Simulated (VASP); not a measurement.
# Hf7InO16 (a cell with a defect) in VASP: electric field gradients with PBE

Aim: the electric field gradients of Hf7InO16 (a cell with a defect) with PBE.

All numbers are computed with VASP 6.6.1; they aren't measurements. Logs are shortened: lines on timing, memory, paths and dates and some standing lists are left out, and cuts for length are marked.

## Step 1: The cell of the first run

The cell holds a defect, 24 atoms: a = 7.234 Å, b = 7.234 Å, c = 7.234 Å, α = 60.00°, β = 60.00°, γ = 60.00°.

## Step 2: Electric field gradients, PBE

INCAR

```
ALGO = Normal
EDIFF = 1E-8
ENCUT = 520
GGA = PE
ISIF = 2
ISMEAR = -1
LASPH = True
LCHARG = False
LEFG = True
LREAL = Auto
LWAVE = False
NBANDS = 108
NELECT = 180.0
NELM = 80
PREC = Accurate
SIGMA = 0.01
```

KPOINTS

```
k-points
0
Gamma
  3 3 3
```

POSCAR

```
Hf7InO16
1.0
    0.0000000000      5.1150000000      5.1150000000
    5.1150000000      0.0000000000      5.1150000000
    5.1150000000      5.1150000000      0.0000000000
In Hf O
1 7 16
Direct
    0.0000000000      0.0000000000      0.0000000000
    0.0000000000      0.0000000000      0.5000000000
    0.0000000000      0.5000000000      0.0000000000
    0.0000000000      0.5000000000      0.5000000000
    0.5000000000      0.0000000000      0.0000000000
    0.5000000000      0.0000000000      0.5000000000
    0.5000000000      0.5000000000      0.0000000000
    0.5000000000      0.5000000000      0.5000000000
    0.1250000000      0.1250000000      0.1250000000
    0.1250000000      0.1250000000      0.6250000000
    0.1250000000      0.6250000000      0.1250000000
    0.1250000000      0.6250000000      0.6250000000
    0.6250000000      0.1250000000      0.1250000000
    0.6250000000      0.1250000000      0.6250000000
    0.6250000000      0.6250000000      0.1250000000
    0.6250000000      0.6250000000      0.6250000000
    0.3750000000      0.3750000000      0.3750000000
    0.3750000000      0.3750000000      0.8750000000
    0.3750000000      0.8750000000      0.3750000000
    0.3750000000      0.8750000000      0.8750000000
    0.8750000000      0.3750000000      0.3750000000
    0.8750000000      0.3750000000      0.8750000000
    0.8750000000      0.8750000000      0.3750000000
    0.8750000000      0.8750000000      0.8750000000
```

Potentials or basis: VASP PAW PBE potentials, release 64 (In_d, Hf_pv, O).

The run is started by

```bash
$ cat potpaw_PBE.64/In_d/POTCAR potpaw_PBE.64/Hf_pv/POTCAR potpaw_PBE.64/O/POTCAR > POTCAR
$ mpirun -np 1 vasp_std > vasp.out
```

OUTCAR:

```text
EDIFF = 1E-8
   ENCUT = 520
   GGA = PE
   ISIF = 2
   ISMEAR = -1
   LASPH = True
   LREAL = Auto
   NELECT = 180.0
   NELM = 80
   PREC = Accurate

 ion  position               nearest neighbor table
   1  0.000  0.000  0.000-   9 2.21  10 2.21  11 2.21  13 2.21  20 2.21  22 2.21  23 2.21  24 2.21
                             5 3.62   2 3.62   3 3.62   2 3.62   4 3.62   6 3.62   3 3.62   4 3.62
   2  0.000  0.000  0.500-   9 2.21  10 2.21  12 2.21  14 2.21  19 2.21  21 2.21  23 2.21  24 2.21
                             6 3.62   1 3.62   4 3.62   1 3.62   3 3.62   5 3.62   3 3.62   4 3.62
   3  0.000  0.500  0.000-   9 2.21  11 2.21  12 2.21  15 2.21  18 2.21  21 2.21  22 2.21  24 2.21
                             7 3.62   1 3.62   4 3.62   2 3.62   4 3.62   8 3.62   1 3.62   2 3.62
   4  0.000  0.500  0.500-  10 2.21  11 2.21  12 2.21  16 2.21  17 2.21  21 2.21  22 2.21  23 2.21
                             8 3.62   2 3.62   3 3.62   1 3.62   3 3.62   7 3.62   1 3.62   2 3.62
   5  0.500  0.000  0.000-   9 2.21  13 2.21  14 2.21  15 2.21  18 2.21  19 2.21  20 2.21  24 2.21
                             7 3.62   1 3.62   6 3.62   2 3.62   6 3.62   8 3.62   3 3.62   7 3.62
   6  0.500  0.000  0.500-  10 2.21  13 2.21  14 2.21  16 2.21  17 2.21  19 2.21  20 2.21  23 2.21
                             8 3.62   2 3.62   5 3.62   1 3.62   5 3.62   7 3.62   4 3.62   7 3.62
   7  0.500  0.500  0.000-  11 2.21  13 2.21  15 2.21  16 2.21  17 2.21  18 2.21  20 2.21  22 2.21
                             8 3.62   3 3.62   5 3.62   4 3.62   6 3.62   8 3.62   1 3.62   5 3.62
   8  0.500  0.500  0.500-  12 2.21  14 2.21  15 2.21  16 2.21  17 2.21  18 2.21  19 2.21  21 2.21
                             7 3.62   4 3.62   6 3.62   3 3.62   5 3.62   7 3.62   2 3.62   5 3.62
   9  0.125  0.125  0.125-   1 2.21   2 2.21   3 2.21   5 2.21
  10  0.125  0.125  0.625-   1 2.21   2 2.21   4 2.21   6 2.21
  11  0.125  0.625  0.125-   1 2.21   3 2.21   4 2.21   7 2.21
  12  0.125  0.625  0.625-   2 2.21   3 2.21   4 2.21   8 2.21
  13  0.625  0.125  0.125-   1 2.21   5 2.21   6 2.21   7 2.21
  14  0.625  0.125  0.625-   2 2.21   5 2.21   6 2.21   8 2.21
[... 8 lines left out ...]
  23  0.875  0.875  0.375-   1 2.21   2 2.21   4 2.21   6 2.21
  24  0.875  0.875  0.875-   1 2.21   2 2.21   3 2.21   5 2.21

  LATTYP: Found a face centered cubic cell.
 ALAT       =    10.2300000000

  Lattice vectors:

 A1 = (   0.0000000000,   5.1150000000,   5.1150000000)
 A2 = (   5.1150000000,   0.0000000000,   5.1150000000)
 A3 = (   5.1150000000,   5.1150000000,   0.0000000000)

Analysis of symmetry for initial positions (statically):
=====================================================================
 Subroutine PRICEL returns:
 Original cell was already a primitive cell.

 Routine SETGRP: Setting up the symmetry group for a
 face centered cubic supercell.

 Subroutine GETGRP returns: Found 48 space group operations
 (whereof 48 operations were pure point group operations)
 out of a pool of 48 trial point group operations.

The static configuration has the point symmetry O_h .

Analysis of symmetry for dynamics (positions and initial velocities):
=====================================================================
 Subroutine PRICEL returns:
 Original cell was already a primitive cell.

 Routine SETGRP: Setting up the symmetry group for a
 face centered cubic supercell.

 Subroutine GETGRP returns: Found 48 space group operations
 (whereof 48 operations were pure point group operations)
 out of a pool of 48 trial point group operations.

The dynamic configuration has the point symmetry O_h .

 Subroutine INISYM returns: Found 48 space group operations
 (whereof 48 operations are pure point group operations),
 and found     1 'primitive' translations

----------------------------------------------------------------------------------------

                                     Primitive cell

  volume of cell :     267.6498

  direct lattice vectors                    reciprocal lattice vectors
     0.000000000  5.115000000  5.115000000    -0.097751711  0.097751711  0.097751711
     5.115000000  0.000000000  5.115000000     0.097751711 -0.097751711  0.097751711
     5.115000000  5.115000000  0.000000000     0.097751711  0.097751711 -0.097751711

  length of vectors
     7.233702372  7.233702372  7.233702372     0.169310929  0.169310929  0.169310929

[... 113 lines left out ...]
   PSTRESS=    0.0 pullay stress
   NELECT =     180.0000    total number of electrons
   NUPDOWN=      -1.0000    fix difference up-down
   EMIN   =  10.00;   EMAX   =-10.00  energy-range for DOS
   EFERMI =   0.00;   METHOD = LEGACY
   ISMEAR =    -1;   SIGMA  =   0.01  broadening in eV -4-tet -1-fermi 0-gaus
   EFERMI_NEDOS =   21; number of points for ismear=-14 and -15
   IALGO  =     38    algorithm
   IMIX   =      4    mixing-type and parameters
     AMIX     =   0.40;   BMIX     =  1.00
     AMIX_MAG =   1.60;   BMIX_MAG =  1.00
  volume/ion in A,a.u.               =      11.15        75.26
  Fermi-wavevector in a.u.,A,eV,Ry     =   1.434311  2.710455 27.990563  2.057248
  Thomas-Fermi vector in A             =   2.553734
   LORBIT       =      0    0 simple, 1 ext, 2 COOP (PROOUT), +10 PAW based schemes
   GGA     = PE    functional components
[... 5 lines left out ...]
 non-spin polarized calculation
  energy-cutoff  :      520.00
  volume of cell :      267.65
 maximum number of plane-waves:      7239
 NGX is ok and might be reduce to    54
   NGX = 27   NGY = 27   NGZ = 27

 number of electron     179.9999936 magnetization

 Free energy of the ion-electron system (eV)
  ---------------------------------------------------
  ext. energy  EPLUGINS =         0.00000000
  ---------------------------------------------------
  free energy    TOTEN  =      -222.07939450 eV

  energy without entropy =     -222.07939450  energy(sigma->0) =     -222.07939450

 E-fermi :   4.8263     XC(G=0): -11.7314

 val. band max:        4.5018466500   @ k =   0.0000   0.0000   0.0000
 cond. band min:       7.2374587331   @ k =   0.0000   0.0000   0.0000
 fundamental gap:      2.7356120831
 Fermi energy:         4.8263174211

 k-point     1 :       0.0000    0.0000    0.0000
  band No.  band energies     occupation
      1     -25.9896      2.00000
      2     -25.9896      2.00000
      3     -25.9896      2.00000
      4     -25.8543      2.00000
      5     -25.7477      2.00000
      6     -25.7477      2.00000
[... 409 lines left out ...]
    101       9.1564      0.00000
    102       9.1966      0.00000
 [bands above 102 left out]

------------------------ aborting loop because EDIFF is reached ----------------------------------------

  FORCE on cell =-STRESS in cart. coord.  units (eV):
  Direction    XX          YY          ZZ          XY          YZ          ZX
  --------------------------------------------------------------------------------------
  -------------------------------------------------------------------------------------
  Total        4.4130563      4.4130563      4.4130563      0.0000000      0.0000000     -0.0000000
  in kB       26.4169785     26.4169785     26.4169785      0.0000000      0.0000000     -0.0000000
  external PRESSURE =      26.4169785 kB  Pullay stress =       0.0000000 kB

 VOLUME and BASIS-vectors are now :
 -----------------------------------------------------------------------------
  energy-cutoff  :      520.00
  volume of cell :      267.65
      direct lattice vectors                 reciprocal lattice vectors
     0.000000000  5.115000000  5.115000000    -0.097751711  0.097751711  0.097751711
     5.115000000  0.000000000  5.115000000     0.097751711 -0.097751711  0.097751711
     5.115000000  5.115000000  0.000000000     0.097751711  0.097751711 -0.097751711

 POSITION                                       TOTAL-FORCE (eV/Angst)
 -----------------------------------------------------------------------------------
      0.00000      0.00000      0.00000        -0.000000      0.000000     -0.000000
      2.55750      2.55750      0.00000        -0.000000      0.000000     -0.000000
      2.55750      0.00000      2.55750        -0.000000      0.000000      0.000000
      5.11500      2.55750      2.55750        -0.000000      0.000000      0.000000
      0.00000      2.55750      2.55750        -0.000000      0.000000      0.000000
      2.55750      5.11500      2.55750        -0.000000      0.000000      0.000000
[... 16 lines left out ...]
      6.39375      6.39375      8.95125         0.783969      0.783969     -0.783969
      8.95125      8.95125      8.95125        -0.783969     -0.783969     -0.783969
 -----------------------------------------------------------------------------------
    total drift:                                0.000000      0.000000     -0.000000

  FREE ENERGIE OF THE ION-ELECTRON SYSTEM (eV)
  ---------------------------------------------------
  free  energy   TOTEN  =      -222.0793944974 eV

  energy  without entropy=     -222.0793944974  energy(sigma->0) =     -222.07939450

 Electric field gradients (V/A^2)
---------------------------------------------------------------------
 ion       V_xx      V_yy      V_zz      V_xy      V_xz      V_yz
---------------------------------------------------------------------
   1      -0.000     0.000     0.000    -0.000    -0.000    -0.000
   2      -1.219    -1.219     2.437   -32.637    -0.000    -0.000
   3      -1.219     2.437    -1.219    -0.000   -32.637    -0.000
   4       2.437    -1.219    -1.219    -0.000    -0.000    32.635
   5       2.437    -1.219    -1.219    -0.000    -0.000   -32.637
   6      -1.219     2.437    -1.219    -0.000    32.635    -0.000
[... 16 lines left out ...]
  23      -0.000    -0.000     0.000     1.322    -1.318    -1.318
  24       0.000     0.000     0.000     1.322     1.322     1.322
---------------------------------------------------------------------

 Electric field gradients after diagonalization (V/A^2)
 (convention: |V_zz| > |V_xx| > |V_yy|)
----------------------------------------------------------------------
 ion       V_xx      V_yy      V_zz     asymmetry (V_yy - V_xx)/ V_zz
----------------------------------------------------------------------
   1       0.000     0.000    -0.000       0.000
   2      31.418     2.437   -33.856       0.856
   3      31.418     2.437   -33.856       0.856
   4      31.416     2.437   -33.854       0.856
   5      31.418     2.437   -33.856       0.856
   6      31.416     2.437   -33.854       0.856
[... 16 lines left out ...]
  23      -1.322    -1.316     2.639       0.002
  24      -1.322    -1.322     2.644       0.000
----------------------------------------------------------------------

           NMR quadrupolar parameters

 Cq : quadrupolar parameter    Cq=e*Q*V_zz/h
 eta: asymmetry parameters     (V_yy - V_xx)/ V_zz
 Q  : nuclear electric quadrupole moment in mb (millibarn)
----------------------------------------------------------------------
 ion       Cq(MHz)       eta       Q (mb)
----------------------------------------------------------------------
   1      -0.000       0.000       1.000
   2      -0.082       0.856       1.000
   3      -0.082       0.856       1.000
   4      -0.082       0.856       1.000
   5      -0.082       0.856       1.000
   6      -0.082       0.856       1.000
[... 16 lines left out ...]
  23       0.006       0.002       1.000
  24       0.006       0.000       1.000
----------------------------------------------------------------------
```

It took 6 min on 1 thread of AMD EPYC 7R43 (Zen 3), shared host; peak memory 0.39 GiB.

What came out:

```yaml
Free_energy: -222.0794 eV
Largest_force: 1.358 eV/Å
Largest_electric_field_gradient_by_atom: In +0.0; Hf -33.9, -0.0 (each value once); O +2.6, +1.2 (each value once) V/Å²
```

Forces on the atoms (eV/Å):
```
In   0.000  0.000  0.000
Hf   0.000  0.000  0.000
Hf   0.000  0.000  0.000
Hf   0.000  0.000  0.000
Hf   0.000  0.000  0.000
Hf   0.000  0.000  0.000
Hf   0.000  0.000  0.000
Hf   0.000  0.000  0.000
O    0.784  0.784  0.784
O   -0.784 -0.784  0.784
O   -0.784  0.784 -0.784
O   -0.152  0.152  0.152
O    0.784 -0.784 -0.784
O    0.152 -0.152  0.152
O    0.152  0.152 -0.152
O   -0.152 -0.152 -0.152
O    0.152  0.152  0.152
O   -0.152 -0.152  0.152
O   -0.152  0.152 -0.152
O   -0.784  0.784  0.784
O    0.152 -0.152 -0.152
O    0.784 -0.784  0.784
O    0.784  0.784 -0.784
O   -0.784 -0.784 -0.784
```

Levels at points of the mesh, in eV from the Fermi level:
```csv
k point,band 87,band 88,band 89,band 90,band 91,band 92,band 93,band 94
"(0.00, 0.00, 0.00)",-1.00,-0.38,-0.38,-0.32,2.41,3.26,3.26,3.38
```

Electric field gradients, principal values (V/Å²):
```csv
atom,least,middle,greatest (by size)
1 In,0.000,0.000,0.000
2 Hf,2.437,31.418,-33.856
3 Hf,2.437,31.418,-33.856
4 Hf,2.437,31.416,-33.854
5 Hf,2.437,31.418,-33.856
6 Hf,2.437,31.416,-33.854
7 Hf,2.437,31.416,-33.854
8 Hf,0.000,0.000,-0.001
9 O,-1.322,-1.322,2.644
10 O,-1.316,-1.322,2.639
11 O,-1.316,-1.322,2.639
12 O,-0.610,-0.616,1.227
13 O,-1.316,-1.322,2.639
14 O,-0.610,-0.616,1.227
15 O,-0.610,-0.616,1.227
16 O,-0.616,-0.616,1.233
17 O,-0.616,-0.616,1.233
18 O,-0.610,-0.616,1.227
19 O,-0.610,-0.616,1.227
20 O,-1.316,-1.322,2.639
21 O,-0.610,-0.616,1.227
22 O,-1.316,-1.322,2.639
23 O,-1.316,-1.322,2.639
24 O,-1.322,-1.322,2.644
```

Caveat: the cell carries a net charge on a neutralising background, which shifts energy and pressure; the cell is charged against a uniform background, so pressure and absolute levels hang on convention; without QUAD_EFG the Cq values of the log hold for a quadrupole moment of 1 mb, not for the nuclei; spin-orbit coupling is left out, which moves the levels of the heavy elements.
